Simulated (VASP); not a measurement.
Write the native input for VASP 6.6.1 that does the following.

```
Task                   : single point
Functional             : r2SCAN
Potentials or basis    : VASP PAW PBE potentials, release 64 (Ti_sv, Tc_pv)
Cutoff                 : 520 eV
k mesh                 : 10 × 10 × 10
Occupations            : fermi-dirac, width 0.1 eV
Spin                   : no spin polarisation
Dipole correction      : no
Further INCAR settings : ALGO = Normal; EDIFF = 1e-07; NBANDS = 20
```

TiTc:

```
Ti Tc
1.0
     3.09162    0.00000    0.00000
     0.00000    3.09162    0.00000
     0.00000    0.00000    3.09162
Ti Tc
1 1
Direct
  0.50000 0.50000 0.50000
  0.00000 0.00000 0.00000
```

The input as run:

POSCAR

```
TiTc
1.0
    3.0916167365      0.0000000000      0.0000000000
    0.0000000000      3.0916167365      0.0000000000
    0.0000000000      0.0000000000      3.0916167365
Ti Tc
1 1
Direct
    0.5000000000      0.5000000000      0.5000000000
    0.0000000000      0.0000000000      0.0000000000
```

INCAR.step1

```
PREC = Accurate
ENCUT = 520
ISMEAR = -1
SIGMA = 0.1
LREAL = False
LASPH = True
NELM = 80
NBANDS = 20
GGA = PE
ALGO = Normal
EDIFF = 1E-4
LWAVE = True
LCHARG = False
```

INCAR.step2

```
PREC = Accurate
ENCUT = 520
EDIFF = 1E-7
ISMEAR = -1
SIGMA = 0.1
LREAL = False
LASPH = True
NELM = 80
ALGO = Normal
ISIF = 2
LWAVE = False
LCHARG = True
METAGGA = R2SCAN
LMIXTAU = True
LELF = True
LVHAR = True
NBANDS = 20
ISTART = 1
```

KPOINTS

```
Automatic mesh
0
Gamma
  10 10 10
```

Potentials or basis: VASP PAW PBE potentials, release 64 (Ti_sv, Tc_pv).

The run is started by

```bash
$ cat potpaw_PBE.64/Ti_sv/POTCAR potpaw_PBE.64/Tc_pv/POTCAR > POTCAR
$ cp INCAR.step1 INCAR
$ mpirun -np 1 vasp_std > vasp.out
$ cp INCAR.step2 INCAR
$ mpirun -np 1 vasp_std > vasp.out
```

It gave:

* Pressure: 0.7 GPa

Caveat: the PAW data sets were made with another functional, which shifts forces and pressure a little.

It took 92 s on 1 thread of Intel(R) Xeon(R) Platinum 8488C (Sapphire Rapids), on a shared host, peak memory 0.17 GiB.
